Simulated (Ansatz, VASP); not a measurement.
# Se in VASP and in Ansatz

```xyz
3
Lattice="-2.6585 2.6588 2.6589 2.6585 -2.6588 2.6589 2.6585 2.6588 -2.6589" Properties=species:S:1:pos:R:3 pbc="T T T"
Se    0.0000    0.0000    2.6589
Se    2.6585    0.0000    0.0000
Se    0.0000    2.6588    0.0000
```

Alike in both runs: functional PBE; k mesh 6 × 6 × 6; occupations gaussian, width 0.1 eV; no spin polarisation.

Ansatz relaxed the structure, and its values are those at the end. VASP's run is a single point on that final structure, the one shown.

|  | VASP | Ansatz |
| --- | --- | --- |
| version | VASP 6.6.1 | Ansatz 0.2.0 |
| potentials or method | VASP PAW PBE potentials, release 64 (Se), cutoff 520 eV | scalar-relativistic, plane waves, PAW |
| valence electrons in the cell | 18 | 48 |

|  | VASP | Ansatz | Ansatz less VASP |
| --- | --- | --- | --- |
| gap on the k mesh at the Fermi level (eV) | none | none | - |
| pressure (GPa) | 0.0 | 0.0 | -0.02 |

A gap of «none» marks a metal or a gap that the smearing closes. VASP's potentials hold 18 valence electrons a cell and Ansatz's 48, so a difference there can come from the potentials and not from the codes.
